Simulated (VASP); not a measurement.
# FeO (P1) in VASP: a series of runs, part 2 of 2

VASP 6.6.1. Earlier steps stand in the parts before.

## Step 3: Single point, PBE+U, collinear spin, antiferromagnetic start

This run uses another cell than the first one, of 8.63 Å³/atom, 1.020 times its volume.

Contents of INCAR:

```
ALGO = Normal
EDIFF = 1E-6
ENCUT = 520
GGA = PE
ISIF = 2
ISMEAR = -1
ISPIN = 2
LASPH = T
LCHARG = T
LDAU = T
LDAUJ = 0 0
LDAUL = 2 -1
LDAUPRINT = 1
LDAUTYPE = 2
LDAUU = 4 0
LELF = T
LMAXMIX = 4
LORBIT = 11
LREAL = F
LVHAR = T
LWAVE = F
MAGMOM = 3.4 -3.4 0 0
NBANDS = 26
NELM = 150
PREC = Accurate
SIGMA = 0.15
```

Contents of KPOINTS:

```
k-points
0
Gamma
  3 3 3
```

Contents of POSCAR:

```
FeO
1.0
   -4.1410210000      0.2684980000      4.1492460000
   -0.0177770000      2.0952170000      2.1910950000
   -2.1130670000      2.0213020000      0.0916920000
Fe O
2 2
Direct
    0.2682040000      0.8241160000      0.9026670000
    0.7723980000      0.8426580000      0.8920050000
    0.5176260000      1.3984400000      1.3489200000
    1.0340870000      1.3254290000      1.4050660000
```

Potentials or basis: VASP PAW PBE potentials, release 64 (Fe, O).

On the command line:

```
$ cat potpaw_PBE.64/Fe/POTCAR potpaw_PBE.64/O/POTCAR > POTCAR
$ mpirun -np 1 vasp_std > vasp.out
```

OUTCAR:

```text
EDIFF = 1E-6
   ENCUT = 520
   GGA = PE
   ISIF = 2
   ISMEAR = -1
   ISPIN = 2
   LASPH = T
   LORBIT = 11
   LREAL = F
   NELM = 150
   PREC = Accurate

 ion  position               nearest neighbor table
   1  0.268  0.824  0.903-   3 1.95   3 1.97   4 2.01   4 2.01   4 2.02   3 2.25   2 2.71   2 2.77
                             2 2.82   2 2.86   2 2.90   2 2.97
[... 1108 lines left out ...]
  energy-cutoff  :      520.00
  volume of cell :       34.52
      direct lattice vectors                 reciprocal lattice vectors
    -4.141021000  0.268498000  4.149246000    -0.122723297 -0.134065095  0.127202981
    -0.017777000  2.095217000  2.191095000     0.242224374  0.242968120  0.226021732
    -2.113067000  2.021302000  0.091692000    -0.234780190  0.260686070 -0.251183802

 POSITION                                       TOTAL-FORCE (eV/Angst)
 -----------------------------------------------------------------------------------
     -3.03268      3.62328      3.00133         0.171768      0.393066      0.804311
     -5.09836      3.77595      5.13300         0.130071      0.299733      0.428660
     -2.88787      1.67907      3.05277        -0.882015     -0.847227     -0.548606
     -1.00287      1.50976      0.89162         0.580177      0.154427     -0.684365
 -----------------------------------------------------------------------------------
    total drift:                               -0.000018     -0.000106     -0.000187

  FREE ENERGIE OF THE ION-ELECTRON SYSTEM (eV)
  ---------------------------------------------------
  free  energy   TOTEN  =       -26.1666066590 eV

  energy  without entropy=      -26.1661617101  energy(sigma->0) =      -26.16638418

 total charge

# of ion       s       p       d       tot
------------------------------------------
    1        0.357   0.517   6.320   7.193
    2        0.331   0.461   6.273   7.064
    3        1.558   3.556   0.000   5.114
    4        1.557   3.555   0.000   5.112
--------------------------------------------------
tot          3.802   8.089  12.592  24.483

 magnetization (x)

# of ion       s       p       d       tot
------------------------------------------
    1        0.016   0.015   3.584   3.615
    2       -0.015  -0.012  -3.594  -3.621
    3        0.001  -0.001   0.000  -0.001
    4        0.002   0.002   0.000   0.004
--------------------------------------------------
tot          0.003   0.004  -0.010  -0.002
```

OSZICAR:

```text
N       E                     dE             d eps       ncg     rms          rms(c)
DAV:   1     0.247842753379E+03    0.24784E+03   -0.12813E+04  1472   0.134E+03
DAV:   2    -0.335853543921E+01   -0.25120E+03   -0.22717E+03  1470   0.322E+02
DAV:   3    -0.287121646716E+02   -0.25354E+02   -0.24288E+02  1656   0.119E+02
[... 39 lines left out ...]
DAV:  43    -0.261666044298E+02   -0.14062E-05   -0.55091E-05  1564   0.393E-02    0.237E-03
DAV:  44    -0.261666046551E+02   -0.22530E-06   -0.70070E-05  1864   0.440E-02    0.399E-03
DAV:  45    -0.261666057207E+02   -0.10656E-05   -0.42008E-05  1642   0.343E-02    0.301E-03
DAV:  46    -0.261666064647E+02   -0.74398E-06   -0.13417E-05  1278   0.230E-02    0.129E-03
DAV:  47    -0.261666066590E+02   -0.19436E-06   -0.53620E-06  1032   0.126E-02
   1 F= -.26166607E+02 E0= -.26166384E+02  d E =-.444949E-03  mag=     0.0001
```

Wall time 82 s (1 thread of Intel Xeon 6975P-C (Granite Rapids), shared host); peak memory 0.19 GiB.

Results:

```
Free energy                                           : -26.1666 eV
Pressure                                              : 46.4 GPa
Largest force                                         : 1.340 eV/Å
Band gap on the k mesh                                : 2.28 eV
Net moment                                            : 0.00 μB per cell
Site moments                                          : Fe +3.62, -3.62; O -0.00, +0.00 μB
Valence electrons inside the program's atomic spheres : Fe 7.19, 7.06; O 5.11
```

Forces in eV/Å, atoms in the order of the input:
```
Fe   0.172  0.393  0.804
Fe   0.130  0.300  0.429
O   -0.882 -0.847 -0.549
O    0.580  0.154 -0.684
```

Levels at points of the mesh, in eV from the valence-band top:
Spin up:
| k point | band 12 | band 13 | band 14 | band 15 | band 16 | band 17 |
| --- | --- | --- | --- | --- | --- | --- |
| (0.00, 0.00, 0.00) | -1.69 | -1.63 | -0.46 | 2.28 | 2.47 | 3.39 |
Spin down:
```csv
k point,band 11,band 12,band 13,band 14,band 15,band 16,band 17,band 18
"(0.00, 0.00, 0.00)",-2.74,-2.38,-1.82,-0.12,2.39,2.96,3.14,4.46
```

Eigenvalues of the final occupation matrices:
| site | spin | trace | eigenvalues |
| --- | --- | --- | --- |
| site 1 d | 1 | 4.97 | 0.95 0.97 0.98 1.02 1.05 |
| site 1 d | 2 | 1.38 | 0.05 0.05 0.14 0.20 0.94 |
| site 2 d | 1 | 1.35 | 0.05 0.05 0.13 0.18 0.94 |
| site 2 d | 2 | 4.95 | 0.96 0.97 0.97 1.01 1.04 |

Caveat: the k points lie up to 0.90 Å⁻¹ apart; forces of over 1 eV/Å act on the atoms, so gaps and moduli don't describe the material at rest. A k mesh can miss the band edges.

## Step 4: Single point, PBE+U, collinear spin, antiferromagnetic start

This run uses another cell than the first one, of 8.63 Å³/atom, 1.020 times its volume.

Contents of INCAR:

```
SYSTEM = FeO
  PREC = Accurate
  ENCUT = 520
  EDIFF = 1E-6
  ISMEAR = -1
  SIGMA = 0.15
  LREAL = .FALSE.
  LASPH = .TRUE.
  NELM = 150
  ALGO = Normal
  ISIF = 2
  LWAVE = .FALSE.
  LCHARG = .FALSE.
  ISPIN = 2
  MAGMOM = 3.4 -3.4 0 0
  LORBIT = 11
  LMAXMIX = 4
  LDAU = .TRUE.
  LDAUTYPE = 2
  LDAUL = 2 -1
  LDAUU = 4 0
  LDAUJ = 0 0
  LDAUPRINT = 1
  GGA = PE
  NBANDS = 26
```

Contents of KPOINTS:

```
regular mesh
0
G
  3 3 3
  0 0 0
```

POSCAR is that of step 3.

On the command line:

```
$ cat potpaw_PBE.64/Fe/POTCAR potpaw_PBE.64/O/POTCAR > POTCAR
$ mpirun -np 1 vasp_std > vasp.out
```

Run time: 73 s. Hardware: 1 thread of Intel Xeon 6975P-C (Granite Rapids), shared host; peak memory 0.19 GiB.

It converged, with:

```yaml
Free_energy: -26.1666 eV
Pressure: 46.4 GPa
Largest_force: 1.340 eV/Å
Band_gap_on_the_k_mesh: 2.28 eV
Net_moment: 0.00 μB per cell
Site_moments: Fe +3.62, -3.62; O -0.00, +0.00 μB
Valence_electrons_inside_the_program's_atomic_spheres: Fe 7.19, 7.06; O 5.11
```

Forces on the atoms (eV/Å):
```
Fe   0.172  0.393  0.804
Fe   0.130  0.300  0.429
O   -0.882 -0.847 -0.549
O    0.580  0.154 -0.684
```

Stress tensor (GPa, compression positive):
```
42.22 -0.62 -0.13
-0.62 54.42 -4.14
-0.13 -4.14 42.43
```

Levels at points of the mesh, in eV from the valence-band top:
Spin up:
| k point | band 10 | band 11 | band 12 | band 13 | band 14 | band 15 | band 16 | band 17 | band 18 | band 19 |
| --- | --- | --- | --- | --- | --- | --- | --- | --- | --- | --- |
| (0.00, 0.00, 0.00) | -2.77 | -2.37 | -1.69 | -1.63 | -0.46 | 2.28 | 2.47 | 3.39 | 4.16 | 4.38 |
Spin down:
| k point | band 10 | band 11 | band 12 | band 13 | band 14 | band 15 | band 16 | band 17 | band 18 | band 19 |
| --- | --- | --- | --- | --- | --- | --- | --- | --- | --- | --- |
| (0.00, 0.00, 0.00) | -2.83 | -2.74 | -2.38 | -1.82 | -0.12 | 2.39 | 2.96 | 3.14 | 4.46 | 4.67 |

Eigenvalues of the final occupation matrices:
```
    site  spin  trace               eigenvalues
site 1 d     1   4.97  0.95 0.97 0.98 1.02 1.05
site 1 d     2   1.38  0.05 0.05 0.14 0.20 0.94
site 2 d     1   1.35  0.05 0.05 0.13 0.18 0.94
site 2 d     2   4.95  0.96 0.97 0.97 1.01 1.04
```

Caveat: the k points lie up to 0.90 Å⁻¹ apart; forces of over 1 eV/Å act on the atoms, so gaps and moduli don't describe the material at rest. A k mesh can miss the band edges.
